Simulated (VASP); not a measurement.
SnO2, 6 atoms in the cell. Symmetry: C2/m, No. 12, monoclinic system. Conventional cell: a = 6.712 Å, b = 6.689 Å, c = 3.187 Å, α = 90.00°, β = 90.27°, γ = 90.00°. Sn (site symmetry 2/m) has 6 O at 2.05 to 2.06 Å within 2.7 Å. Sn (site symmetry 2/m) has 6 O at 2.05 to 2.06 Å within 2.7 Å. Within 2.7 Å of O (site symmetry m) lie 3 Sn at 2.05 to 2.06 Å and 1 O at 2.59 Å. O (site symmetry 2) has 3 Sn at 2.05 Å and 1 O at 2.58 Å within 2.7 Å. 

| Quantity | Value |
| --- | --- |
| Program | VASP 6.6.1 |
| Task | single point |
| Functional | PBE |
| Potentials or basis | VASP PAW PBE potentials, release 64 (Sn_d, O) |
| Cutoff | 520 eV |
| k mesh | 4 × 4 × 6 |
| Occupations | fermi-dirac, width 0.02 eV |
| Spin | no spin polarisation |
| Dipole correction | no |
| Further INCAR settings | ALGO = Normal; EDIFF = 1e-07; NBANDS = 35 |

Potentials or basis: VASP PAW PBE potentials, release 64 (Sn_d, O).

Launch:

```bash
$ cat potpaw_PBE.64/Sn_d/POTCAR potpaw_PBE.64/O/POTCAR > POTCAR
$ mpirun -np 1 vasp_std > vasp.out
```

Hardware: 1 thread of Intel Xeon 8259CL (shared host).

Problem. How long does it take, and how much memory?

Solution. Wall time 67 s on 1 thread of Intel Xeon 8259CL, with other jobs on the host, peak memory 0.21 GiB. Counts: scf iterations 14, k points 34.
